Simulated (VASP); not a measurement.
# WS2 in VASP: notebook

Runs on WS2. Level: PBE+D3(BJ). Tasks: single point.

All numbers are computed with VASP 6.6.1; they aren't measurements. Logs are shortened: lines on timing, memory, paths and dates and some standing lists are left out, and cuts for length are marked.

### 1 The cell of the first run

The cell holds a slab with vacuum, 6 atoms: a = 3.160 Å, b = 3.160 Å, c = 23.804 Å, α = 90.00°, β = 90.00°, γ = 120.00°.

### 2 Single point, PBE+D3(BJ)

Input file INCAR:

```
PREC     = Accurate       # precision mode
ENCUT    = 520            # plane-wave cutoff, eV
EDIFF    = 1E-7           # SCF threshold, eV
ISMEAR   = 0              # smearing method
SIGMA    = 0.05           # smearing width, eV
LREAL    = F              # projectors in reciprocal space
LASPH    = T              # aspherical terms in the spheres
NELM     = 80             # most SCF steps
ALGO     = Normal         # electronic algorithm
ISIF     = 2              # what is computed and relaxed
LWAVE    = F              # write WAVECAR
LCHARG   = F              # write CHGCAR
LDIPOL   = T            
IDIPOL   = 3            
DIPOL    = 0.5 0.5 0.401
GGA      = PE             # functional
IVDW     = 12             # dispersion correction
NBANDS   = 35             # bands
```

Input file KPOINTS:

```
regular mesh
0
Gamma
  9 9 1
```

Input file POSCAR:

```
WS2
1.0
    3.1595457497      0.0000000000      0.0000000000
   -1.5797728749      2.7362468836      0.0000000000
    0.0000000000      0.0000000000     23.8042575719
S W
4 2
Direct
    0.3333333333      0.6666666667      0.1890418126
    0.3333333333      0.6666666667      0.3214605103
    0.8333333333      1.0000000000      0.4806757258
    0.8333333333      1.0000000000      0.6130944235
    0.6666666667      0.3333333333      0.2552511581
    0.5000000000      1.3333333333      0.5468850713
```

Potentials or basis: VASP PAW PBE potentials, release 64 (S, W_sv).

The run is started by

```sh
$ cat potpaw_PBE.64/S/POTCAR potpaw_PBE.64/W_sv/POTCAR > POTCAR
$ mpirun -np 1 vasp_std > vasp.out
```

OUTCAR:

```text
PREC = Accurate
   ENCUT = 520
   EDIFF = 1E-7
   ISMEAR = 0
   LREAL = F
   LASPH = T
   NELM = 80
   ISIF = 2
   GGA = PE
   IVDW = 12
 IVDW          = 12

 ion  position               nearest neighbor table
   1  0.333  0.667  0.189-   5 2.41   5 2.41   5 2.41
   2  0.333  0.667  0.321-   5 2.41   5 2.41   5 2.41
   3  0.833  0.000  0.481-   6 2.41   6 2.41   6 2.41
   4  0.833  0.000  0.613-   6 2.41   6 2.41   6 2.41
   5  0.667  0.333  0.255-   1 2.41   1 2.41   1 2.41   2 2.41   2 2.41   2 2.41
   6  0.500  0.333  0.547-   3 2.41   3 2.41   3 2.41   4 2.41   4 2.41   4 2.41

  LATTYP: Found a hexagonal cell.
 ALAT       =     3.1595457497
 C/A-ratio  =     7.5340759266

  Lattice vectors:

 A1 = (   3.1595457497,   0.0000000000,   0.0000000000)
 A2 = (  -1.5797728749,   2.7362468836,   0.0000000000)
 A3 = (   0.0000000000,   0.0000000000,  23.8042575719)

Analysis of symmetry for initial positions (statically):
=====================================================================
 Subroutine PRICEL returns:
 Original cell was already a primitive cell.

 Routine SETGRP: Setting up the symmetry group for a
 hexagonal supercell.

 Subroutine GETGRP returns: Found  2 space group operations
 (whereof  1 operations were pure point group operations)
 out of a pool of 24 trial point group operations.

The static configuration has the point symmetry C_1 .
 The point group associated with its full space group is S_2 .

Analysis of symmetry for dynamics (positions and initial velocities):
=====================================================================
 Subroutine PRICEL returns:
 Original cell was already a primitive cell.

 Routine SETGRP: Setting up the symmetry group for a
 hexagonal supercell.

 Subroutine GETGRP returns: Found  2 space group operations
 (whereof  1 operations were pure point group operations)
 out of a pool of 24 trial point group operations.

The dynamic configuration has the point symmetry C_1 .
 The point group associated with its full space group is S_2 .

 Subroutine INISYM returns: Found  2 space group operations
 (whereof  1 operations are pure point group operations),
 and found     1 'primitive' translations

----------------------------------------------------------------------------------------

                                     Primitive cell

  volume of cell :     205.7949

  direct lattice vectors                    reciprocal lattice vectors
     3.159545750  0.000000000  0.000000000     0.316501193  0.182732049  0.000000000
    -1.579772875  2.736246884  0.000000000     0.000000000  0.365464098  0.000000000
     0.000000000  0.000000000 23.804257572     0.000000000  0.000000000  0.042009292

  length of vectors
     3.159545750  3.159545750 23.804257572     0.365464098  0.365464098  0.042009292

  position of ions in fractional coordinates (direct lattice)
     0.333333333  0.666666667  0.189041813
     0.333333333  0.666666667  0.321460510
     0.833333333  0.000000000  0.480675726
     0.833333333  0.000000000  0.613094424
     0.666666667  0.333333333  0.255251158
     0.500000000  0.333333333  0.546885071

  ion indices of the primitive-cell ions
   primitive index   ion index
                 1           1
                 2           2
                 3           3
                 4           4
                 5           5
                 6           6

----------------------------------------------------------------------------------------

 KPOINTS: regular mesh

Automatic generation of k-mesh.
 Grid dimensions read from file:
 generate k-points for:    9    9    1

 Generating k-lattice:

  Cartesian coordinates                     Fractional coordinates (reciprocal lattice)
     0.035166799  0.020303561  0.000000000     0.111111111 -0.000000000  0.000000000
     0.000000000  0.040607122  0.000000000     0.000000000  0.111111111  0.000000000
     0.000000000  0.000000000  0.042009292     0.000000000  0.000000000  1.000000000

  Length of vectors
     0.040607122  0.040607122  0.042009292

  Shift w.r.t. Gamma in fractional coordinates (k-lattice)
     0.000000000  0.000000000  0.000000000

 Subroutine IBZKPT returns following result:
 ===========================================

 Found     41 irreducible k-points:

 Following reciprocal coordinates:
            Coordinates               Weight
  0.000000  0.000000  0.000000      1.000000
  0.111111 -0.000000  0.000000      2.000000
  0.000000  0.111111  0.000000      2.000000
 -0.111111  0.111111  0.000000      2.000000
  0.222222  0.000000  0.000000      2.000000
  0.000000  0.222222  0.000000      2.000000
[... 16 lines left out ...]
  0.333333  0.111111  0.000000      2.000000
 -0.111111  0.444444  0.000000      2.000000
 [... further k-points ...]
   k-points           NKPTS =     41   k-points in BZ     NKDIM =     41   number of bands    NBANDS=     35
   number of dos      NEDOS =    301   number of ions     NIONS =      6
   total plane-waves  NPLWV = 103680
   dimension x,y,z NGX =    24 NGY =   24 NGZ =  180
   dimension x,y,z NGXF=    48 NGYF=   48 NGZF=  360
   ions per type =               4   2
   NGX,Y,Z   is equivalent  to a cutoff of  12.63, 12.63, 12.57 a.u.
   NGXF,Y,Z  is equivalent  to a cutoff of  25.26, 25.26, 25.14 a.u.
 SYSTEM =  unknown system
   PREC   = accura    normal or accurate (medium, high low for compatibility)
   ISTART =      0    job   : 0-new  1-cont  2-samecut
   ICHARG =      2    charge: 1-file 2-atom 10-const
   ISPIN  =      1    spin polarized calculation?
   LNONCOLLINEAR =      F non collinear calculations
   LSORBIT =      F    spin-orbit coupling
   LASPH  =      T    aspherical Exc in radial PAW
   ENCUT  =  520.0 eV  38.22 Ry    6.18 a.u.   5.87  5.87 44.26*2*pi/ulx,y,z
   NELM   =     80;   NELMIN=  2; NELMDL= -5     # of ELM steps
   EDIFF  = 0.1E-06   stopping-criterion for ELM
   LREAL  =      F    real-space projection
   EDIFFG = 0.1E-05   stopping-criterion for IOM
   NSW    =      0    number of steps for IOM
   IBRION =     -1    ionic relax: 0-MD 1-quasi-New 2-CG
   NFREE  =      0    steps in history (QN), initial steepest desc. (CG)
   ISIF   =      2    stress and relaxation
   ISYM   =      2    0-nonsym 1-usesym 2-fastsym
   POTIM  = 0.5000    time-step for ionic-motion
   TEBEG  =    0.0;   TEEND  =   0.0 temperature during run
   PSTRESS=    0.0 pullay stress
   NELECT =      52.0000    total number of electrons
   NUPDOWN=      -1.0000    fix difference up-down
   EMIN   =  10.00;   EMAX   =-10.00  energy-range for DOS
   EFERMI =   0.00;   METHOD = LEGACY
   ISMEAR =     0;   SIGMA  =   0.05  broadening in eV -4-tet -1-fermi 0-gaus
   EFERMI_NEDOS =   21; number of points for ismear=-14 and -15
   IALGO  =     38    algorithm
   IMIX   =      4    mixing-type and parameters
     AMIX     =   0.40;   BMIX     =  1.00
     AMIX_MAG =   1.60;   BMIX_MAG =  1.00
  volume/ion in A,a.u.               =      34.30       231.46
  Fermi-wavevector in a.u.,A,eV,Ry     =   1.034978  1.955825 14.574279  1.071179
  Thomas-Fermi vector in A             =   2.169299
   LORBIT       =      0    0 simple, 1 ext, 2 COOP (PROOUT), +10 PAW based schemes
   GGA     = PE    functional components
   LHFCALC =     F    Hartree Fock is set to
   AEXX    =    0.0000 exact exchange contribution
   IVDW    =    12    specifies the selected vdW correction
   LEPSILON=     F    determine dielectric tensor
   LRPA    =     F    only Hartree local field effects (RPA)
 non-spin polarized calculation
 Gauss-broadening in eV      SIGMA  =   0.05
  energy-cutoff  :      520.00
  volume of cell :      205.79
 maximum number of plane-waves:      5566
   NGX = 11   NGY = 11   NGZ = 89

 dipolmoment           0.000000      0.000000      0.000049 electrons x Angstroem

 number of electron      51.9999994 magnetization

 dipolmoment           0.000000      0.000000     -0.000003 electrons x Angstroem

 Free energy of the ion-electron system (eV)
  ---------------------------------------------------
  ext. energy  EPLUGINS =         0.00000000
  ---------------------------------------------------
  free energy    TOTEN  =       -47.33146603 eV

  energy without entropy =      -47.33146603  energy(sigma->0) =      -47.33146603

 E-fermi :   1.1394     XC(G=0):  -6.2002

 val. band max:        0.8812175128   @ k =   0.0000   0.0000   0.0000
 cond. band min:       2.7356196915   @ k =   0.3333   0.3333   0.0000
 fundamental gap:      1.8544021787
 Fermi energy:         1.1393519008

 k-point     1 :       0.0000    0.0000    0.0000
  band No.  band energies     occupation
      1     -73.1947      2.00000
      2     -73.1947      2.00000
      3     -37.4464      2.00000
      4     -37.4464      2.00000
      5     -37.2722      2.00000
      6     -37.2721      2.00000
[... 27 lines left out ...]
     34       3.8886      0.00000
     35       5.8500      0.00000

 k-point     2 :       0.1111   -0.0000    0.0000
  band No.  band energies     occupation
      1     -73.1925      2.00000
      2     -73.1925      2.00000
      3     -37.4387      2.00000
      4     -37.4387      2.00000
      5     -37.3149      2.00000
      6     -37.3149      2.00000
[... 27 lines left out ...]
     34       4.1158      0.00000
     35       6.2170      0.00000

 k-point     3 :       0.0000    0.1111    0.0000
  band No.  band energies     occupation
      1     -73.1925      2.00000
      2     -73.1925      2.00000
      3     -37.4387      2.00000
      4     -37.4387      2.00000
      5     -37.3149      2.00000
      6     -37.3149      2.00000
[... 27 lines left out ...]
     34       4.1154      0.00000
     35       6.2169      0.00000
[... 723 lines left out ...]
 k-point    23 :       0.3333    0.1111    0.0000
  band No.  band energies     occupation
      1     -73.1777      2.00000
      2     -73.1777      2.00000
      3     -37.5798      2.00000
      4     -37.5798      2.00000
      5     -37.3857      2.00000
      6     -37.3857      2.00000
[... 27 lines left out ...]
     34       5.5682      0.00000
     35       7.1501      0.00000

 k-point    24 :      -0.1111    0.4444    0.0000
  band No.  band energies     occupation
      1     -73.1777      2.00000
      2     -73.1777      2.00000
      3     -37.5798      2.00000
      4     -37.5798      2.00000
      5     -37.3857      2.00000
      6     -37.3857      2.00000
[... 27 lines left out ...]
     34       5.5643      0.00000
     35       7.1407      0.00000

 [... further k-points ...]

------------------------ aborting loop because EDIFF is reached ----------------------------------------

 vacuum level on the upper side and lower side of the slab       (xc-potential included)        -0.085        -0.085

 Edisp (eV)   -2.06040

 E8    (eV) :    -0.8958

  FORCE on cell =-STRESS in cart. coord.  units (eV):
  Direction    XX          YY          ZZ          XY          YZ          ZX
  --------------------------------------------------------------------------------------
  -------------------------------------------------------------------------------------
  Total      -0.19332    -0.19430    -0.65647     0.00962     0.01491     0.01369
  in kB      -1.50507    -1.51270    -5.11079     0.07486     0.11605     0.10656
  external pressure =       -2.71 kB  Pullay stress =        0.00 kB

 VOLUME and BASIS-vectors are now :
 -----------------------------------------------------------------------------
  energy-cutoff  :      520.00
  volume of cell :      205.79
      direct lattice vectors                 reciprocal lattice vectors
     3.159545750  0.000000000  0.000000000     0.316501193  0.182732049  0.000000000
    -1.579772875  2.736246884  0.000000000     0.000000000  0.365464098  0.000000000
     0.000000000  0.000000000 23.804257572     0.000000000  0.000000000  0.042009292

 POSITION                                       TOTAL-FORCE (eV/Angst)
 -----------------------------------------------------------------------------------
     -0.00000      1.82416      4.50000        -0.000243      0.000124      0.003321
     -0.00000      1.82416      7.65213        -0.002064     -0.002072      0.067327
      2.63295      0.00000     11.44213         0.002064      0.002072     -0.067327
      2.63295      0.00000     14.59426         0.000243     -0.000124     -0.003321
      1.57977      0.91208      6.07606        -0.000548     -0.001184      0.041176
      1.05318      0.91208     13.01819         0.000548      0.001184     -0.041176
 -----------------------------------------------------------------------------------
    total drift:                                0.000001     -0.000000     -0.000414

  FREE ENERGIE OF THE ION-ELECTRON SYSTEM (eV)
  ---------------------------------------------------
  free  energy   TOTEN  =       -49.3918617473 eV

  energy  without entropy=      -49.3918617473  energy(sigma->0) =      -49.39186175

 vacuum level on the upper side and lower side of the slab         6.398         6.399
```

Wall time 8.2 min (1 thread of Oxide Virtual Turin-like, shared host); peak memory 0.41 GiB.

Results:

```
Free energy                : -49.3919 eV
Largest force              : 0.067 eV/Å
Band gap on the k mesh     : 1.85 eV, indirect (least direct gap 1.92 eV)
Dispersion energy per atom : -0.343 eV
```

Forces on the atoms (eV/Å):
```
S    0.000  0.000  0.003
S   -0.002 -0.002  0.067
S    0.002  0.002 -0.067
S    0.000  0.000 -0.003
W   -0.001 -0.001  0.041
W    0.001  0.001 -0.041
```

Levels at points of the mesh, in eV from the valence-band top:
| k point | band 23 | band 24 | band 25 | band 26 | band 27 | band 28 | band 29 | band 30 |
| --- | --- | --- | --- | --- | --- | --- | --- | --- |
| (0.00, 0.00, 0.00) | -1.64 | -1.63 | -0.35 | 0.00 | 2.86 | 2.86 | 2.87 | 2.87 |

Caveat: spin-orbit coupling is left out, which moves the levels of the heavy elements.

[end of part 1 of 2]
